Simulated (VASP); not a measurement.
Co, 1 atom in the cell. The typed cell holds 1 atom: a = 2.491 Å, b = 2.491 Å, c = 2.491 Å, α = 59.94°, β = 59.94°, γ = 59.94°. This isn't the form of Co at room conditions, which is hcp.

* Program: VASP 6.6.1
* Task: single point
* Functional: PBE
* Potentials or basis: VASP PAW PBE potentials, release 64 (Co)
* Cutoff: 520 eV
* k mesh: 20 × 20 × 20, shifted
* Occupations: gaussian, width 0.1 eV
* Spin: collinear spin, ferromagnetic start
* Starting moments: [1.94] μB
* Dipole correction: no
* Further INCAR settings: ALGO = Normal; EDIFF = 1e-06; NBANDS = 14; ISYM = 0

Potentials or basis: VASP PAW PBE potentials, release 64 (Co).

The run is started by

```console
$ cat potpaw_PBE.64/Co/POTCAR > POTCAR
$ mpirun -np 4 vasp_std > vasp.out
```

Hardware: 4 MPI ranks on Intel(R) Xeon(R) Platinum 8259CL CPU @ 2.50GHz (Skylake/Cascade Lake), on a shared host.

Question: How long does it take, and how much memory?

Answer: It took 5.3 min on 4 MPI ranks on Intel(R) Xeon(R) Platinum 8259CL CPU @ 2.50GHz (Skylake/Cascade Lake) (shared host), peak memory 0.9 GiB a rank. Counts: scf iterations 13, k points 4000.
